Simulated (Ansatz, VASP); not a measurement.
# La3N: VASP beside Ansatz

```
CELL_PARAMETERS angstrom
4.56469 0.00000 0.00000
0.00000 4.56469 0.00000
0.00000 0.00000 4.56469
ATOMIC_POSITIONS crystal
La 0.00000 0.50000 0.50000
La 0.50000 0.00000 0.50000
La 0.50000 0.50000 0.00000
N 0.00000 0.00000 0.00000
```

Change from the starting cell: species swapped into the NbZn3 type (Pm-3m, No. 221).

Alike in both runs: functional PBE; k mesh 4 × 4 × 4; occupations gaussian, width 0.1 eV; no spin polarisation.

Ansatz relaxed the structure, and its values are those at the end. VASP's run is a single point on that final structure, the one shown.

|  | VASP | Ansatz |
| --- | --- | --- |
| version | VASP 6.6.1 | Ansatz 0.2.0 |
| potentials or method | VASP PAW PBE potentials, release 64 (La, N), cutoff 520 eV | scalar-relativistic, plane waves, PAW |
| valence electrons in the cell | 38 | 38 |

```tsv
	VASP	Ansatz	Ansatz less VASP
gap on the k mesh at the Fermi level (eV)	none	none	-
pressure (GPa)	-0.4	-0.4	+0.02
```

A gap of «none» marks a metal or a gap that the smearing closes.

Neither program's run includes spin-orbit coupling.
